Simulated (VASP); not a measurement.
A run of VASP 6.6.1 is set up as follows.

INCAR

```
PREC = Accurate
ENCUT = 520
EDIFF = 1E-6
ISMEAR = -1
SIGMA = 0.02
LREAL = Auto
LASPH = T
NELM = 80
ALGO = Normal
ISIF = 2
LWAVE = F
LCHARG = F
GGA = PE
IVDW = 12
NBANDS = 228
```

Contents of KPOINTS:

```
Automatic mesh
0
Gamma
  2 2 1
```

POSCAR

```
Ti17O32
1.0
   -4.5890000000     -4.8490000000      0.0000000000
    4.5890000000     -4.8490000000      0.0000000000
   -1.4163990000      0.0000000000      9.3655000000
Ti O
17 32
Direct
    0.2799227023      0.6591987660      0.1073834819
    0.8774997232      0.5908030196      0.1377075436
    0.6628365376      0.4012591523      0.4308259036
    0.0991342671      0.4342746832      0.3537558059
    0.3168355862      0.6265135579      0.5976509530
    0.8601730398      0.6070573170      0.6438524371
    0.6888910007      0.3869596901      0.8892531098
    0.1473515330      0.4132589021      0.8604559287
    0.8481400724      0.1097069063      0.1019699963
    0.3552921005      0.0961618075      0.1461107255
    0.1696864952      0.9199196092      0.3978538252
    0.6566703920      0.9028057887      0.3624793124
    0.8422475252      0.1290455249      0.6066200416
    0.3640839095      0.0623751542      0.6517644546
    0.1440975578      0.8864035765      0.9035182318
    0.5916465465      0.9268314902      0.8582777214
    0.5141121589      0.4288039063      0.2169024612
    0.2501846349      0.3786460518      0.1481287705
    0.6231699808      0.5847904234      0.0774331322
    0.7087184768      0.6453957736      0.3509689819
    0.3973385163      0.4714179284      0.4069830762
    0.8753912636      0.3351263689      0.2397095724
    0.0347237449      0.6646369480     -0.0192942181
    0.0833348528      0.6814001441      0.2662538039
    0.9157036756      0.3628898489      0.5034861993
    0.3013435662      0.3674335013      0.6606801559
    0.5854046298      0.5323722315      0.6146815440
    0.7052443554      0.6435492103      0.8308259036
    0.3856434282      0.4850928061      0.9044578506
    0.9113925588      0.3204903036      0.7559660456
    0.0658078520      0.6607955714      0.4927980353
    0.0874634473      0.6322932036      0.7403448828
    0.9208827157      0.3456052200      1.0088623138
    0.7885527797      0.8774608313      0.1567348246
    0.1116772174      0.0022431785      0.1142384283
    0.1966227248      0.1623791312      0.3422454754
    0.9114461165      0.9823464181      0.4027547915
    0.3993213907      0.8590205355      0.2483476590
    0.5911797787      0.2060567650      0.0367625861
    0.5767239149      0.1536534825      0.2781912338
    0.4188762069      0.8609753089      0.4927232929
    0.7819346392      0.8685912424      0.6507821259
    0.1041156628      0.0039066098      0.6018365277
    0.2030595097      0.1409289415      0.8301211895
    0.8886865286      0.9800080476      0.9062943783
    0.3958429421      0.8394014381      0.7521114730
    0.6006199620      0.1377797080      0.5159041162
    0.5951031208      0.1567013750      0.7684800598
    0.4168097285      0.8433470048      1.0004804869
```

Potentials or basis: VASP PAW PBE potentials, release 64 (Ti_sv, O).

Command:

```sh
$ cat potpaw_PBE.64/Ti_sv/POTCAR potpaw_PBE.64/O/POTCAR > POTCAR
$ mpirun -np 1 vasp_std > vasp.out
```

(1) Predict the pressure.

(2) What does it give for the largest force?

Results:

(1) 38.4 GPa.

(2) 5.420 eV/Å.

Caveat: the k points lie up to 0.67 Å⁻¹ apart; the atoms stand as in a frame of molecular dynamics.
